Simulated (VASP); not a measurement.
# Dy3GaS2 (I4/mmm) in VASP: a series of runs

Runs on Dy3GaS2. Level: PBE. Tasks: single point.

All numbers are computed with VASP 6.6.1; they aren't measurements. Logs are shortened: lines on timing, memory, paths and dates and some standing lists are left out, and cuts for length are marked.

### 1 The cell of the first run

It takes space group I4/mmm (No. 139, tetragonal). The conventional cell has a = 5.274 Å, b = 5.274 Å, c = 13.059 Å, α = 90.00°, β = 90.00°, γ = 90.00°. Dy (site symmetry 4mm) has 1 Ga at 2.80 Å and 5 Dy at 3.73 to 3.84 Å and 4 S at 3.85 Å within 3.9 Å. Within 3.5 Å of Dy (site symmetry 4/mmm) lie 4 S at 2.64 Å. Within 3.5 Å of Ga (site symmetry 4/mmm) lie 4 S at 2.64 Å and 2 Dy at 2.80 Å. S (site symmetry mmm) has 2 Dy at 2.64 Å and 2 Ga at 2.64 Å within 3.5 Å.

The cell was generated, and may not be a known phase.

### 2 Single point, PBE

INCAR reads:

```
PREC     = Accurate       # precision mode
ENCUT    = 500            # plane-wave cutoff, eV
EDIFF    = 1E-6           # SCF threshold, eV
ISMEAR   = 0              # smearing method
SIGMA    = 0.2            # smearing width, eV
LREAL    = F              # projectors in reciprocal space
LASPH    = T              # aspherical terms in the spheres
NELM     = 200            # most SCF steps
ALGO     = Normal         # electronic algorithm
ISIF     = 2              # what is computed and relaxed
LWAVE    = F              # write WAVECAR
LCHARG   = F              # write CHGCAR
GGA      = PE             # functional
NBANDS   = 35             # bands
GGA_COMPAT= F            
LMAXMIX  = 6              # l up to which the mixer works
```

KPOINTS reads:

```
regular mesh
0
Gamma
  4 4 4
```

POSCAR reads:

```
Dy3GaS2
1.0
   -2.6368440939      2.6368440939      6.5293911590
    2.6368440939     -2.6368440939      6.5293911590
    2.6368440939      2.6368440939     -6.5293911590
Dy Ga S
3 1 2
Direct
    0.7854378047      0.7854378047      0.0000000000
    0.2145621953      0.2145621953      0.0000000000
    0.5000000000      0.5000000000      0.0000000000
    0.0000000000      0.0000000000      0.0000000000
    0.5000000000      0.0000000000      0.5000000000
    0.0000000000      0.5000000000      0.5000000000
```

Potentials or basis: VASP PAW PBE potentials, release 64 (Dy_3, Ga_d, S), 4f in core.

Started as:

```
cat potpaw_PBE.64/Dy_3/POTCAR potpaw_PBE.64/Ga_d/POTCAR potpaw_PBE.64/S/POTCAR > POTCAR
mpirun -np 1 vasp_std > vasp.out
```

OUTCAR:

```text
PREC = Accurate
   ENCUT = 500
   EDIFF = 1E-6
   ISMEAR = 0
   LREAL = F
   LASPH = T
   NELM = 200
   ISIF = 2
   GGA = PE

 ion  position               nearest neighbor table
   1  0.785  0.785  0.000-   4 2.80   3 3.73
   2  0.215  0.215  0.000-   4 2.80   3 3.73
   3  0.500  0.500  0.000-   5 2.64   6 2.64   5 2.64   6 2.64   1 3.73   2 3.73
   4  0.000  0.000  0.000-   5 2.64   6 2.64   6 2.64   5 2.64   1 2.80   2 2.80
   5  0.500  0.000  0.500-   3 2.64   4 2.64   3 2.64   4 2.64
   6  0.000  0.500  0.500-   3 2.64   4 2.64   4 2.64   3 2.64

  LATTYP: Found a body centered tetragonal cell.
 ALAT       =     5.2736881878
 C/A-ratio  =     2.4762143405

  Lattice vectors:

 A1 = (  -2.6368440939,   2.6368440939,   6.5293911590)
 A2 = (   2.6368440939,  -2.6368440939,   6.5293911590)
 A3 = (   2.6368440939,   2.6368440939,  -6.5293911590)

Analysis of symmetry for initial positions (statically):
=====================================================================
 Subroutine PRICEL returns:
 Original cell was already a primitive cell.

 Routine SETGRP: Setting up the symmetry group for a
 body centered tetragonal supercell.

 Subroutine GETGRP returns: Found 16 space group operations
 (whereof 16 operations were pure point group operations)
 out of a pool of 16 trial point group operations.

The static configuration has the point symmetry D_4h.

Analysis of symmetry for dynamics (positions and initial velocities):
=====================================================================
 Subroutine PRICEL returns:
 Original cell was already a primitive cell.

 Routine SETGRP: Setting up the symmetry group for a
 body centered tetragonal supercell.

 Subroutine GETGRP returns: Found 16 space group operations
 (whereof 16 operations were pure point group operations)
 out of a pool of 16 trial point group operations.

The dynamic configuration has the point symmetry D_4h.

 Subroutine INISYM returns: Found 16 space group operations
 (whereof 16 operations are pure point group operations),
 and found     1 'primitive' translations

----------------------------------------------------------------------------------------

                                     Primitive cell

  volume of cell :     181.5940

  direct lattice vectors                    reciprocal lattice vectors
    -2.636844094  2.636844094  6.529391159     0.000000000  0.189620615  0.076576818
     2.636844094 -2.636844094  6.529391159     0.189620615  0.000000000  0.076576818
     2.636844094  2.636844094 -6.529391159     0.189620615  0.189620615  0.000000000

  length of vectors
     7.519231507  7.519231507  7.519231507     0.204499357  0.204499357  0.268164046

  position of ions in fractional coordinates (direct lattice)
     0.785437805  0.785437805  0.000000000
     0.214562195  0.214562195  0.000000000
     0.500000000  0.500000000  0.000000000
     0.000000000  0.000000000  0.000000000
     0.500000000  0.000000000  0.500000000
     0.000000000  0.500000000  0.500000000

  ion indices of the primitive-cell ions
   primitive index   ion index
                 1           1
                 2           2
                 3           3
                 4           4
                 5           5
                 6           6

----------------------------------------------------------------------------------------

 KPOINTS: regular mesh

Automatic generation of k-mesh.
 Grid dimensions read from file:
 generate k-points for:    4    4    4

 Generating k-lattice:

  Cartesian coordinates                     Fractional coordinates (reciprocal lattice)
     0.000000000  0.047405154  0.019144205     0.250000000  0.000000000  0.000000000
     0.047405154  0.000000000  0.019144205     0.000000000  0.250000000  0.000000000
     0.047405154  0.047405154  0.000000000     0.000000000  0.000000000  0.250000000

  Length of vectors
     0.051124839  0.051124839  0.067041012

  Shift w.r.t. Gamma in fractional coordinates (k-lattice)
     0.000000000  0.000000000  0.000000000

 Subroutine IBZKPT returns following result:
 ===========================================

 Found     13 irreducible k-points:

 Following reciprocal coordinates:
            Coordinates               Weight
  0.000000  0.000000  0.000000      1.000000
  0.250000  0.000000  0.000000      8.000000
  0.500000  0.000000  0.000000      4.000000
  0.250000  0.250000  0.000000      8.000000
  0.500000  0.250000  0.000000     16.000000
 -0.250000  0.250000  0.000000      4.000000
  0.500000  0.500000  0.000000      2.000000
  0.250000  0.250000  0.250000      2.000000
 -0.250000  0.250000  0.250000      4.000000
  0.500000  0.500000  0.250000      4.000000
 -0.250000  0.500000  0.250000      8.000000
 -0.250000 -0.250000  0.250000      2.000000
  0.500000  0.500000  0.500000      1.000000
   k-points           NKPTS =     13   k-points in BZ     NKDIM =     13   number of bands    NBANDS=     35
   number of dos      NEDOS =    301   number of ions     NIONS =      6
   total plane-waves  NPLWV = 175616
   dimension x,y,z NGX =    56 NGY =   56 NGZ =   56
   dimension x,y,z NGXF=   112 NGYF=  112 NGZF=  112
   ions per type =               3   1   2
   NGX,Y,Z   is equivalent  to a cutoff of  12.38, 12.38, 12.38 a.u.
   NGXF,Y,Z  is equivalent  to a cutoff of  24.76, 24.76, 24.76 a.u.
 SYSTEM =  unknown system
   PREC   = accura    normal or accurate (medium, high low for compatibility)
   ISTART =      0    job   : 0-new  1-cont  2-samecut
   ICHARG =      2    charge: 1-file 2-atom 10-const
   ISPIN  =      1    spin polarized calculation?
   LNONCOLLINEAR =      F non collinear calculations
   LSORBIT =      F    spin-orbit coupling
   LASPH  =      T    aspherical Exc in radial PAW
   ENCUT  =  500.0 eV  36.75 Ry    6.06 a.u.  13.71 13.71 13.71*2*pi/ulx,y,z
   NELM   =    200;   NELMIN=  2; NELMDL= -5     # of ELM steps
   EDIFF  = 0.1E-05   stopping-criterion for ELM
   LREAL  =      F    real-space projection
   EDIFFG = 0.1E-04   stopping-criterion for IOM
   NSW    =      0    number of steps for IOM
   IBRION =     -1    ionic relax: 0-MD 1-quasi-New 2-CG
   NFREE  =      0    steps in history (QN), initial steepest desc. (CG)
   ISIF   =      2    stress and relaxation
   ISYM   =      2    0-nonsym 1-usesym 2-fastsym
   POTIM  = 0.5000    time-step for ionic-motion
   TEBEG  =    0.0;   TEEND  =   0.0 temperature during run
   PSTRESS=    0.0 pullay stress
   NELECT =      52.0000    total number of electrons
   NUPDOWN=      -1.0000    fix difference up-down
   EMIN   =  10.00;   EMAX   =-10.00  energy-range for DOS
   EFERMI =   0.00;   METHOD = LEGACY
   ISMEAR =     0;   SIGMA  =   0.20  broadening in eV -4-tet -1-fermi 0-gaus
   EFERMI_NEDOS =   21; number of points for ismear=-14 and -15
   IALGO  =     38    algorithm
   IMIX   =      4    mixing-type and parameters
     AMIX     =   0.40;   BMIX     =  1.00
     AMIX_MAG =   1.60;   BMIX_MAG =  1.00
  volume/ion in A,a.u.               =      30.27       204.24
  Fermi-wavevector in a.u.,A,eV,Ry     =   1.079051  2.039111 15.841966  1.164352
  Thomas-Fermi vector in A             =   2.215006
   LORBIT       =      0    0 simple, 1 ext, 2 COOP (PROOUT), +10 PAW based schemes
   GGA     = PE    functional components
   LHFCALC =     F    Hartree Fock is set to
   AEXX    =    0.0000 exact exchange contribution
   IVDW    =     0    specifies the selected vdW correction
   LEPSILON=     F    determine dielectric tensor
   LRPA    =     F    only Hartree local field effects (RPA)
 non-spin polarized calculation
 Gauss-broadening in eV      SIGMA  =   0.20
  energy-cutoff  :      500.00
  volume of cell :      181.59
 maximum number of plane-waves:      4648
 NGX is ok and might be reduce to    56
   NGX = 27   NGY = 27   NGZ = 27

 number of electron      51.9999994 magnetization

 Free energy of the ion-electron system (eV)
  ---------------------------------------------------
  ext. energy  EPLUGINS =         0.00000000
  ---------------------------------------------------
  free energy    TOTEN  =       -26.21956073 eV

  energy without entropy =      -26.04824778  energy(sigma->0) =      -26.13390426

 E-fermi :   3.2742     XC(G=0):  -9.0896

 val. band max:        3.2659297869   @ k =   0.2500   0.2500   0.2500
 cond. band min:       3.2785252990   @ k =   0.2500   0.2500   0.2500
 fundamental gap:      0.0125955122
 Fermi energy:         3.2741740943

 k-point     1 :       0.0000    0.0000    0.0000
  band No.  band energies     occupation
      1     -21.1476      2.00000
      2     -21.1476      2.00000
      3     -21.0227      2.00000
      4     -21.0227      2.00000
      5     -20.9842      2.00000
      6     -20.9691      2.00000
[... 27 lines left out ...]
     34       5.2692      0.00000
     35       5.2693      0.00000

 k-point     2 :       0.2500    0.0000    0.0000
  band No.  band energies     occupation
      1     -21.1338      2.00000
      2     -21.1294      2.00000
      3     -21.0479      2.00000
      4     -21.0411      2.00000
      5     -20.9812      2.00000
      6     -20.9630      2.00000
[... 27 lines left out ...]
     34       5.2213      0.00000
     35       5.5620      0.00000

 k-point     3 :       0.5000    0.0000    0.0000
  band No.  band energies     occupation
      1     -21.0963      2.00000
      2     -21.0948      2.00000
      3     -21.0855      2.00000
      4     -21.0853      2.00000
      5     -20.9779      2.00000
      6     -20.9596      2.00000
[... 27 lines left out ...]
     34       5.2742      0.00000
     35       5.3913      0.00000
[... 305 lines left out ...]
 k-point    12 :      -0.2500   -0.2500    0.2500
  band No.  band energies     occupation
      1     -21.1477      2.00000
      2     -21.1477      2.00000
      3     -21.0228      2.00000
      4     -21.0228      2.00000
      5     -20.9868      2.00000
      6     -20.9640      2.00000
[... 27 lines left out ...]
     34       5.3389      0.00000
     35       5.8472      0.00000

 k-point    13 :       0.5000    0.5000    0.5000
  band No.  band energies     occupation
      1     -21.1478      2.00000
      2     -21.1478      2.00000
      3     -21.0228      2.00000
      4     -21.0228      2.00000
      5     -20.9793      2.00000
      6     -20.9694      2.00000
[... 27 lines left out ...]
     34       6.1594      0.00000
     35       6.1608      0.00000

------------------------ aborting loop because EDIFF is reached ----------------------------------------

  FORCE on cell =-STRESS in cart. coord.  units (eV):
  Direction    XX          YY          ZZ          XY          YZ          ZX
  --------------------------------------------------------------------------------------
  -------------------------------------------------------------------------------------
  Total        0.2703242      0.2703242      0.7995603      0.0000000      0.0000000     -0.0000000
  in kB        2.3850305      2.3850305      7.0544025      0.0000000      0.0000000     -0.0000000
  external PRESSURE =       3.9414878 kB  Pullay stress =       0.0000000 kB

 VOLUME and BASIS-vectors are now :
 -----------------------------------------------------------------------------
  energy-cutoff  :      500.00
  volume of cell :      181.59
      direct lattice vectors                 reciprocal lattice vectors
    -2.636844094  2.636844094  6.529391159     0.000000000  0.189620615  0.076576818
     2.636844094 -2.636844094  6.529391159     0.189620615  0.000000000  0.076576818
     2.636844094  2.636844094 -6.529391159     0.189620615  0.189620615  0.000000000

 POSITION                                       TOTAL-FORCE (eV/Angst)
 -----------------------------------------------------------------------------------
      0.00000      0.00000     10.25686         0.000000      0.000000     -0.037242
      0.00000      0.00000      2.80192        -0.000000     -0.000000      0.037242
      0.00000      0.00000      6.52939         0.000000      0.000000     -0.000000
      0.00000      0.00000      0.00000         0.000000      0.000000     -0.000000
      0.00000      2.63684      0.00000         0.000000      0.000000     -0.000000
      2.63684      0.00000      0.00000         0.000000      0.000000     -0.000000
 -----------------------------------------------------------------------------------
    total drift:                                0.000000      0.000000      0.000000

  FREE ENERGIE OF THE ION-ELECTRON SYSTEM (eV)
  ---------------------------------------------------
  free  energy   TOTEN  =       -26.2195607302 eV

  energy  without entropy=      -26.0482477835  energy(sigma->0) =      -26.13390426
```

Run time: 86 s. Hardware: 1 thread of AMD EPYC 9R45 (Zen 5), shared host; peak memory 0.42 GiB.

What came out:

| Quantity | Value |
| --- | --- |
| Free energy | -26.2196 eV |
| Pressure | 0.4 GPa |
| Largest force | 0.037 eV/Å |
| Band gap on the k mesh | zero (bands 26 and 27 overlap by 0.32 eV) |

Forces in eV/Å, atoms in the order of the input:
```
Dy   0.000  0.000 -0.037
Dy   0.000  0.000  0.037
Dy   0.000  0.000  0.000
Ga   0.000  0.000  0.000
S    0.000  0.000  0.000
S    0.000  0.000  0.000
```

Caveat: spin-orbit coupling is left out, which moves the levels of the heavy elements; the 4f electrons are frozen in the core, so they carry no moment and show no levels; the run has no spin polarisation, though such a crystal can be magnetic. With open d or f shells a metallic result of PBE can be an artefact of self-interaction; +U or a hybrid may open a gap.

### 3 Single point, PBE

This run uses another cell than the first one, of 33.05 Å³/atom.

INCAR reads:

```
SYSTEM = Dy3GaS2
ALGO     = Normal         ! electronic algorithm
EDIFF    = 1E-6           ! SCF threshold, eV
ENCUT    = 500            ! plane-wave cutoff, eV
GGA      = PE             ! functional
GGA_COMPAT= .FALSE.      
ISIF     = 2              ! what is computed and relaxed
ISMEAR   = 0              ! smearing method
LASPH    = .TRUE.         ! aspherical terms in the spheres
LCHARG   = .FALSE.        ! write CHGCAR
LMAXMIX  = 6              ! l up to which the mixer works
LREAL    = .FALSE.        ! projectors in reciprocal space
LWAVE    = .FALSE.        ! write WAVECAR
NBANDS   = 35             ! bands
NELM     = 200            ! most SCF steps
PREC     = Accurate       ! precision mode
SIGMA    = 0.2            ! smearing width, eV
```

KPOINTS reads:

```
k-points
0
G
  4 4 4
  0 0 0
```

POSCAR reads:

```
Dy3GaS2
1.0
   -3.1117484374      3.1117484374      5.1200708434
    3.1117484374     -3.1117484374      5.1200708434
    3.1117484374      3.1117484374     -5.1200708434
Dy Ga S
3 1 2
Direct
    0.5000000000      0.0000000000      0.5000000000
    0.0000000000      0.5000000000      0.5000000000
    0.5000000000      0.5000000000      0.0000000000
    0.0000000000      0.0000000000      0.0000000000
    0.7500000000      0.2500000000      0.5000000000
    0.2500000000      0.7500000000      0.5000000000
```

Potentials or basis: VASP PAW PBE potentials, release 64 (Dy_3, Ga_d, S), 4f in core.

Started as:

```
cat potpaw_PBE.64/Dy_3/POTCAR potpaw_PBE.64/Ga_d/POTCAR potpaw_PBE.64/S/POTCAR > POTCAR
mpirun -np 1 vasp_std > vasp.out
```

Wall time 82 s (1 thread of AMD EPYC 9R45 (Zen 5), shared host); peak memory 0.36 GiB.

The run converged. Its results:

- Free energy: -26.2359 eV
- Pressure: 0.5 GPa
- Band gap on the k mesh: zero (bands 26 and 27 overlap by 0.42 eV)

Stress tensor (GPa, compression positive):
```
0.58 0.00 0.00
0.00 0.58 0.00
0.00 0.00 0.41
```

Levels at points of the mesh, in eV from the Fermi level:
| k point | band 24 | band 25 | band 26 | band 27 | band 28 | band 29 |
| --- | --- | --- | --- | --- | --- | --- |
| (0.00, 0.00, 0.00) | -1.45 | -0.89 | -0.58 | 0.52 | 0.52 | 1.28 |
| (0.50, 0.00, 0.00) | -1.58 | -0.73 | -0.27 | 1.05 | 1.25 | 1.30 |
| (0.50, 0.50, 0.00) | -1.33 | -1.25 | 0.45 | 0.61 | 1.34 | 1.34 |
| (0.50, 0.50, 0.50) | -1.46 | -0.79 | -0.61 | 0.35 | 0.35 | 0.83 |

Caveat: spin-orbit coupling is left out, which moves the levels of the heavy elements; the 4f electrons are frozen in the core, so they carry no moment and show no levels; the run has no spin polarisation, though such a crystal can be magnetic. With open d or f shells a metallic result of PBE can be an artefact of self-interaction; +U or a hybrid may open a gap.

The gap in the log of VASP goes by the Fermi energy; the results here count the filled bands.